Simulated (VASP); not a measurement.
# Ni (Fd-3m) in VASP: further runs, part 2 of 3

VASP 6.6.1. The steps go on from the part before.

### 3 Single point, revPBE, collinear spin, ferromagnetic start (volume scaled by 0.92)

File INCAR:

```
PREC = Accurate
ENCUT = 520
EDIFF = 1E-7
ISMEAR = -1
SIGMA = 0.05
LREAL = F
LASPH = T
NELM = 150
ALGO = Normal
ISIF = 2
LWAVE = F
LCHARG = F
ISPIN = 2
MAGMOM = 0.849 0.849
LORBIT = 11
LMAXMIX = 4
GGA = RE
NBANDS = 21
```

File KPOINTS:

```
Automatic mesh
0
Gamma
  12 12 12
```

File POSCAR:

```
Ni
1.0
    0.0000000000      2.5023838002      2.5023838002
    2.5023838002      0.0000000000      2.5023838002
    2.5023838002      2.5023838002      0.0000000000
Ni
2
Direct
    0.1250000000      0.1250000000      0.1250000000
    0.8750000000      0.8750000000      0.8750000000
```

Potentials or basis: VASP PAW PBE potentials, release 64 (Ni).

Command:

```
> cat potpaw_PBE.64/Ni/POTCAR > POTCAR
> mpirun -np 1 vasp_std > vasp.out
```

OUTCAR:

```text
PREC = Accurate
   ENCUT = 520
   EDIFF = 1E-7
   ISMEAR = -1
   LREAL = F
   LASPH = T
   NELM = 150
   ISIF = 2
   ISPIN = 2
   LORBIT = 11
   GGA = RE

 ion  position               nearest neighbor table
   1  0.125  0.125  0.125-   2 2.17   2 2.17   2 2.17   2 2.17
   2  0.875  0.875  0.875-   1 2.17   1 2.17   1 2.17   1 2.17

  LATTYP: Found a face centered cubic cell.
 ALAT       =     5.0047676004

  Lattice vectors:

 A1 = (   0.0000000000,   2.5023838002,   2.5023838002)
 A2 = (   2.5023838002,   0.0000000000,   2.5023838002)
 A3 = (   2.5023838002,   2.5023838002,   0.0000000000)

Analysis of symmetry for initial positions (statically):
=====================================================================
 Subroutine PRICEL returns:
 Original cell was already a primitive cell.

 Routine SETGRP: Setting up the symmetry group for a
 face centered cubic supercell.

 Subroutine GETGRP returns: Found 48 space group operations
 (whereof 12 operations were pure point group operations)
 out of a pool of 48 trial point group operations.

The static configuration has the point symmetry D_3d.
 The point group associated with its full space group is O_h .

Analysis of symmetry for dynamics (positions and initial velocities):
=====================================================================
 Subroutine PRICEL returns:
 Original cell was already a primitive cell.

 Routine SETGRP: Setting up the symmetry group for a
 face centered cubic supercell.

 Subroutine GETGRP returns: Found 48 space group operations
 (whereof 12 operations were pure point group operations)
 out of a pool of 48 trial point group operations.

The dynamic configuration has the point symmetry D_3d.
 The point group associated with its full space group is O_h .

Analysis of structural, dynamic, and magnetic symmetry:
=====================================================================
 Subroutine PRICEL returns:
 Original cell was already a primitive cell.

 Routine SETGRP: Setting up the symmetry group for a
[... 150 lines left out ...]
  ---------------------------------------------------
  free energy    TOTEN  =        -7.77483234 eV

  energy without entropy =       -7.74705536  energy(sigma->0) =       -7.76094385

 E-fermi :   5.3676     XC(G=0): -10.8512

 val. band max:        5.3676443575   @ k =   0.4167   0.4167   0.0000
 cond. band min:       5.3712390922   @ k =   0.5000   0.1667   0.0000
 fundamental gap:      0.0035947348
 Fermi energy:         5.3676491768

 spin component 1

 k-point     1 :       0.0000    0.0000    0.0000
  band No.  band energies     occupation
      1      -1.4618      1.00000
      2       2.0024      1.00000
      3       2.0024      1.00000
      4       2.0589      1.00000
      5       2.0589      1.00000
      6       2.0589      1.00000
[... 565 lines left out ...]
     20      25.2916      0.00000
     21      26.3214      0.00000

 [... further k-points ...]

 spin component 2

 k-point     1 :       0.0000    0.0000    0.0000
  band No.  band energies     occupation
      1      -1.4893      1.00000
      2       2.7313      1.00000
      3       2.7313      1.00000
      4       2.8041      1.00000
      5       2.8041      1.00000
      6       2.8041      1.00000
[... 565 lines left out ...]
     20      25.3150      0.00000
     21      26.3678      0.00000

 [... further k-points ...]

------------------------ aborting loop because EDIFF is reached ----------------------------------------

  FORCE on cell =-STRESS in cart. coord.  units (eV):
  Direction    XX          YY          ZZ          XY          YZ          ZX
  --------------------------------------------------------------------------------------
  -------------------------------------------------------------------------------------
  Total        1.6331805      1.6331805      1.6331805      0.0000000      0.0000000      0.0000000
  in kB       83.4935643     83.4935643     83.4935643      0.0000000      0.0000000      0.0000000
  external PRESSURE =      83.4935643 kB  Pullay stress =       0.0000000 kB

 VOLUME and BASIS-vectors are now :
 -----------------------------------------------------------------------------
  energy-cutoff  :      520.00
  volume of cell :       31.34
      direct lattice vectors                 reciprocal lattice vectors
     0.000000000  2.502383800  2.502383800    -0.199809478  0.199809478  0.199809478
     2.502383800  0.000000000  2.502383800     0.199809478 -0.199809478  0.199809478
     2.502383800  2.502383800  0.000000000     0.199809478  0.199809478 -0.199809478

 POSITION                                       TOTAL-FORCE (eV/Angst)
 -----------------------------------------------------------------------------------
      0.62560      0.62560      0.62560         0.000000      0.000000      0.000000
      4.37917      4.37917      4.37917        -0.000000     -0.000000     -0.000000
 -----------------------------------------------------------------------------------
    total drift:                                0.000000      0.000000      0.000000

  FREE ENERGIE OF THE ION-ELECTRON SYSTEM (eV)
  ---------------------------------------------------
  free  energy   TOTEN  =        -7.7748323445 eV

  energy  without entropy=       -7.7470553606  energy(sigma->0) =       -7.76094385

 total charge

# of ion       s       p       d       tot
------------------------------------------
    1        0.556   0.374   8.353   9.284
    2        0.556   0.374   8.353   9.284
--------------------------------------------------
tot          1.113   0.749  16.706  18.567

 magnetization (x)

# of ion       s       p       d       tot
------------------------------------------
    1       -0.016  -0.020   0.817   0.781
    2       -0.016  -0.020   0.817   0.781
--------------------------------------------------
tot         -0.032  -0.039   1.633   1.562
```

stdout:

```text
POSCAR found type information on POSCAR Ni
 POSCAR found :  1 types and       2 ions
 scaLAPACK will be used
 -----------------------------------------------------------------------------
|                                                                             |
|                                                                             |
|     You enforced a specific xc type in the INCAR file but a different       |
|     I HOPE YOU KNOW WHAT YOU ARE DOING!                                     |
|                                                                             |
 -----------------------------------------------------------------------------

 LDA part: xc-table for (Slater+PW92), standard interpolation
 POSCAR, INCAR and KPOINTS ok, starting setup
 FFT: planning ... GRIDC
 FFT: planning ... GRID_SOFT
 FFT: planning ... GRID
 WAVECAR not read
 entering main loop
```

It took 66 s on 1 thread of AMD EPYC 9R45 (Zen 5), shared host; peak memory 0.18 GiB.

What came out:

* Free energy: -7.7748 eV
* Pressure: 8.3 GPa
* Net moment: 1.55 μB per cell
* Site moments: Ni +0.78 μB
* Valence electrons inside the program's atomic spheres: Ni 9.28

Levels at points of the mesh, in eV from the Fermi level:
Spin up:
```
           k point  band 7  band 8  band 9  band 10  band 11  band 12  band 13  band 14  band 15  band 16
(0.00, 0.00, 0.00)   -1.80   -1.80   -1.80    -0.78    -0.78    12.14    12.14    12.14    12.63    12.63
(0.50, 0.00, 0.00)   -1.60   -1.45   -1.45    -0.94    -0.94     0.40     8.83     8.83    12.39    12.91
(0.50, 0.50, 0.00)   -2.03   -2.03   -0.81    -0.81     0.99     0.99     4.54     4.54     9.52     9.52
```
Spin down:
```
           k point  band 5  band 6  band 7  band 8  band 9  band 10  band 11  band 12  band 13  band 14
(0.00, 0.00, 0.00)   -2.56   -2.56   -0.96   -0.96   -0.96     0.13     0.13    12.27    12.27    12.27
(0.50, 0.00, 0.00)   -2.52   -2.52   -1.60   -0.61   -0.61    -0.01    -0.01     1.12     8.92     8.92
(0.50, 0.50, 0.00)   -2.09   -2.09   -1.20   -1.20    0.14     0.14     1.49     1.49     4.52     4.52
```

Caveat: the cell differs from its parent crystal (volume scaled by 0.92); the PAW data sets were made with another functional, which shifts forces and pressure a little.

### 4 Single point, revPBE, collinear spin, ferromagnetic start (volume scaled by 0.96)

File INCAR:

```
PREC = Accurate
ENCUT = 520
EDIFF = 1E-6
ISMEAR = -1
SIGMA = 0.05
LREAL = False
LASPH = True
NELM = 150
ALGO = Normal
ISIF = 2
LWAVE = False
LCHARG = True
ISPIN = 2
MAGMOM = 0.849 0.849
LORBIT = 11
LMAXMIX = 4
GGA = RE
LELF = True
LVHAR = True
NBANDS = 21
```

KPOINTS is that of step 3.

File POSCAR:

```
Ni
1.0
    0.0000000000      2.5381369706      2.5381369706
    2.5381369706      0.0000000000      2.5381369706
    2.5381369706      2.5381369706      0.0000000000
Ni
2
Direct
    0.1250000000      0.1250000000      0.1250000000
    0.8750000000      0.8750000000      0.8750000000
```

Command:

```
> cat potpaw_PBE.64/Ni/POTCAR > POTCAR
> mpirun -np 1 vasp_std > vasp.out
```

It took 64 s on 1 thread of AMD EPYC 9R45 (Zen 5), shared host; peak memory 0.18 GiB.

It converged, with:

| Property | Result |
| --- | --- |
| Free energy | -7.8255 eV |
| Pressure | 3.7 GPa |
| Net moment | 1.56 μB per cell |
| Site moments | Ni +0.79 μB |
| Valence electrons inside the program's atomic spheres | Ni 9.23 |

Levels at points of the mesh, in eV from the Fermi level:
Spin up:
| k point | band 8 | band 9 | band 10 | band 11 | band 12 | band 13 | band 14 | band 15 |
| --- | --- | --- | --- | --- | --- | --- | --- | --- |
| (0.00, 0.00, 0.00) | -1.74 | -1.74 | -0.79 | -0.79 | 11.74 | 11.74 | 11.74 | 12.30 |
| (0.50, 0.00, 0.00) | -1.41 | -1.41 | -0.94 | -0.94 | 0.33 | 8.56 | 8.56 | 12.21 |
| (0.50, 0.50, 0.00) | -1.96 | -0.82 | -0.82 | 0.93 | 0.93 | 4.46 | 4.46 | 9.26 |
Spin down:
```tsv
k point	band 6	band 7	band 8	band 9	band 10	band 11	band 12	band 13
(0.00, 0.00, 0.00)	-2.43	-0.90	-0.90	-0.90	0.12	0.12	11.87	11.87
(0.50, 0.00, 0.00)	-2.37	-1.51	-0.57	-0.57	-0.01	-0.01	1.05	8.64
(0.50, 0.50, 0.00)	-2.03	-1.13	-1.13	0.13	0.13	1.43	1.43	4.43
```

Caveat: the cell differs from its parent crystal (volume scaled by 0.96); the PAW data sets were made with another functional, which shifts forces and pressure a little.

### 5 Single point, revPBE, collinear spin, ferromagnetic start

This run uses another cell than the first one, of 17.03 Å³/atom, 1.136 times its volume.

File INCAR:

```
PREC = Accurate ; ENCUT = 520
EDIFF = 1E-6 ; ISMEAR = -1
SIGMA = 0.05 ; LREAL = False
LASPH = True ; NELM = 150
ALGO = Normal ; ISIF = 2
LWAVE = False ; LCHARG = False
ISPIN = 2 ; MAGMOM = 0.849 0.849
LORBIT = 11 ; LMAXMIX = 4
GGA = RE ; NBANDS = 21
```

File KPOINTS:

```
regular mesh
0
Gamma
  12 12 12
```

File POSCAR:

```
Ni
1.0
    0.0000000000      2.5729102913      2.5729102913
    2.5729102913      0.0000000000      2.5729102913
    2.5729102913      2.5729102913      0.0000000000
Ni
2
Direct
    0.1250000000      0.1250000000      0.1250000000
    0.8750000000      0.8750000000      0.8750000000
```

Potentials or basis: VASP PAW PBE potentials, release 64 (Ni).

Command:

```
> cat potpaw_PBE.64/Ni/POTCAR > POTCAR
> mpirun -np 1 vasp_std > vasp.out
```

OUTCAR:

```text
PREC = Accurate
   ENCUT = 520
   EDIFF = 1E-6
   ISMEAR = -1
   LREAL = False
   LASPH = True
   NELM = 150
   ISIF = 2
   ISPIN = 2
   LORBIT = 11
   GGA = RE

 ion  position               nearest neighbor table
   1  0.125  0.125  0.125-   2 2.23   2 2.23   2 2.23   2 2.23
   2  0.875  0.875  0.875-   1 2.23   1 2.23   1 2.23   1 2.23

  LATTYP: Found a face centered cubic cell.
 ALAT       =     5.1458205826

  Lattice vectors:

 A1 = (   0.0000000000,   2.5729102913,   2.5729102913)
 A2 = (   2.5729102913,   0.0000000000,   2.5729102913)
 A3 = (   2.5729102913,   2.5729102913,   0.0000000000)

Analysis of symmetry for initial positions (statically):
=====================================================================
 Subroutine PRICEL returns:
 Original cell was already a primitive cell.

 Routine SETGRP: Setting up the symmetry group for a
 face centered cubic supercell.

 Subroutine GETGRP returns: Found 48 space group operations
 (whereof 12 operations were pure point group operations)
 out of a pool of 48 trial point group operations.

The static configuration has the point symmetry D_3d.
 The point group associated with its full space group is O_h .

Analysis of symmetry for dynamics (positions and initial velocities):
=====================================================================
 Subroutine PRICEL returns:
 Original cell was already a primitive cell.

 Routine SETGRP: Setting up the symmetry group for a
 face centered cubic supercell.

 Subroutine GETGRP returns: Found 48 space group operations
 (whereof 12 operations were pure point group operations)
 out of a pool of 48 trial point group operations.

The dynamic configuration has the point symmetry D_3d.
 The point group associated with its full space group is O_h .

Analysis of structural, dynamic, and magnetic symmetry:
=====================================================================
 Subroutine PRICEL returns:
 Original cell was already a primitive cell.
[... 150 lines left out ...]
  ext. energy  EPLUGINS =         0.00000000
  ---------------------------------------------------
  free energy    TOTEN  =        -7.84125669 eV

  energy without entropy =       -7.80996203  energy(sigma->0) =       -7.82560936

 E-fermi :   4.5550     XC(G=0): -10.4241

 val. band max:        4.5502394629   @ k =   0.2500   0.0833   0.0000
 cond. band min:       4.5598880248   @ k =   0.5000   0.1667   0.0000
 fundamental gap:      0.0096485619
 Fermi energy:         4.5549558938

 spin component 1

 k-point     1 :       0.0000    0.0000    0.0000
  band No.  band energies     occupation
      1      -1.8404      1.00000
      2       1.4766      1.00000
      3       1.4766      1.00000
      4       1.4938      1.00000
      5       1.4938      1.00000
      6       1.4938      1.00000
[... 565 lines left out ...]
     20      23.5477      0.00000
     21      24.4433      0.00000

 [... further k-points ...]

 spin component 2

 k-point     1 :       0.0000    0.0000    0.0000
  band No.  band energies     occupation
      1      -1.8732      1.00000
      2       2.2084      1.00000
      3       2.2084      1.00000
      4       2.2546      1.00000
      5       2.2546      1.00000
      6       2.2546      1.00000
[... 565 lines left out ...]
     20      23.5605      0.00000
     21      24.4762      0.00000

 [... further k-points ...]

------------------------ aborting loop because EDIFF is reached ----------------------------------------

  FORCE on cell =-STRESS in cart. coord.  units (eV):
  Direction    XX          YY          ZZ          XY          YZ          ZX
  --------------------------------------------------------------------------------------
  -------------------------------------------------------------------------------------
  Total        0.0198643      0.0198643      0.0198643      0.0000000      0.0000000     -0.0000000
  in kB        0.9342847      0.9342847      0.9342847      0.0000000      0.0000000     -0.0000000
  external PRESSURE =       0.9342847 kB  Pullay stress =       0.0000000 kB

 VOLUME and BASIS-vectors are now :
 -----------------------------------------------------------------------------
  energy-cutoff  :      520.00
  volume of cell :       34.06
      direct lattice vectors                 reciprocal lattice vectors
     0.000000000  2.572910291  2.572910291    -0.194332465  0.194332465  0.194332465
     2.572910291  0.000000000  2.572910291     0.194332465 -0.194332465  0.194332465
     2.572910291  2.572910291  0.000000000     0.194332465  0.194332465 -0.194332465

 POSITION                                       TOTAL-FORCE (eV/Angst)
 -----------------------------------------------------------------------------------
      0.64323      0.64323      0.64323         0.000000     -0.000000     -0.000000
      4.50259      4.50259      4.50259        -0.000000      0.000000      0.000000
 -----------------------------------------------------------------------------------
    total drift:                                0.000000      0.000000      0.000000

  FREE ENERGIE OF THE ION-ELECTRON SYSTEM (eV)
  ---------------------------------------------------
  free  energy   TOTEN  =        -7.8412566938 eV

  energy  without entropy=       -7.8099620287  energy(sigma->0) =       -7.82560936

 total charge

# of ion       s       p       d       tot
------------------------------------------
    1        0.529   0.325   8.324   9.178
    2        0.529   0.325   8.324   9.178
--------------------------------------------------
tot          1.059   0.651  16.647  18.357

 magnetization (x)

# of ion       s       p       d       tot
------------------------------------------
    1       -0.015  -0.020   0.832   0.797
    2       -0.015  -0.020   0.832   0.797
--------------------------------------------------
tot         -0.031  -0.039   1.664   1.595
```

It took 61 s on 1 thread of AMD EPYC 9R45 (Zen 5), shared host; peak memory 0.18 GiB.

Results:

```
Free energy                                           : -7.8413 eV
Pressure                                              : 0.1 GPa
Net moment                                            : 1.57 μB per cell
Site moments                                          : Ni +0.80 μB
Valence electrons inside the program's atomic spheres : Ni 9.18
```

Levels at points of the mesh, in eV from the Fermi level:
Spin up:
```tsv
k point	band 8	band 9	band 10	band 11	band 12	band 13	band 14	band 15
(0.00, 0.00, 0.00)	-1.70	-1.70	-0.80	-0.80	11.38	11.38	11.38	11.98
(0.50, 0.00, 0.00)	-1.39	-1.38	-0.95	-0.95	0.26	8.30	8.30	12.03
(0.50, 0.50, 0.00)	-1.89	-0.83	-0.83	0.87	0.87	4.38	4.38	9.01
```
Spin down:
| k point | band 7 | band 8 | band 9 | band 10 | band 11 | band 12 |
| --- | --- | --- | --- | --- | --- | --- |
| (0.00, 0.00, 0.00) | -0.85 | -0.85 | -0.85 | 0.10 | 0.10 | 11.50 |
| (0.50, 0.00, 0.00) | -1.42 | -0.55 | -0.55 | -0.01 | -0.01 | 1.00 |
| (0.50, 0.50, 0.00) | -1.07 | -1.07 | 0.13 | 0.13 | 1.37 | 1.37 |

Caveat: the PAW data sets were made with another functional, which shifts forces and pressure a little.

[end of part 2 of 3]
